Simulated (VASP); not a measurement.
**Ag: electric field gradients with PBE**

Crystal: Ag.

```xyz
1
Lattice="0.0000 2.0431 2.0227 2.0431 0.0000 2.0227 2.0431 2.0431 0.0000" Properties=species:S:1:pos:R:3 pbc="T T T"
Ag    0.0000    0.0000    0.0000
```

This cell differs from its parent crystal: zz strain of -1 %.

* Program: VASP 6.6.1
* Task: electric field gradients
* Functional: PBE
* Potentials or basis: VASP PAW PBE potentials, release 64 (Ag)
* Cutoff: 400 eV
* k mesh: 15 × 15 × 15
* Occupations: fermi-dirac, width 0.05 eV
* Spin: no spin polarisation
* Dipole correction: no
* Further INCAR settings: ALGO = Normal; EDIFF = 1e-08; NBANDS = 12

```
Pressure                                : 5.3 GPa
Band gap on the k mesh                  : zero (an odd number of electrons rules out a gap without spin polarisation)
Largest electric field gradient by atom : Ag +0.9 V/Å²
```

Levels at points of the mesh, in eV from the Fermi level:
| k point | band 3 | band 4 | band 5 | band 6 | band 7 | band 8 | band 9 | band 10 |
| --- | --- | --- | --- | --- | --- | --- | --- | --- |
| (0.00, 0.00, 0.00) | -5.02 | -4.95 | -3.98 | -3.91 | 15.90 | 19.49 | 19.49 | 19.62 |

Electric field gradients, principal values (V/Å²):
```tsv
atom	least	middle	greatest (by size)
1 Ag	-0.439	-0.440	0.878
```

Run time: 45 s on 1 thread of Intel Xeon 8259CL (shared host), peak memory 0.15 GiB.

Caveat: the cell differs from its parent crystal (zz strain of -1 %); the cell stands under pressure; without QUAD_EFG the Cq values of the log hold for a quadrupole moment of 1 mb, not for the nuclei.
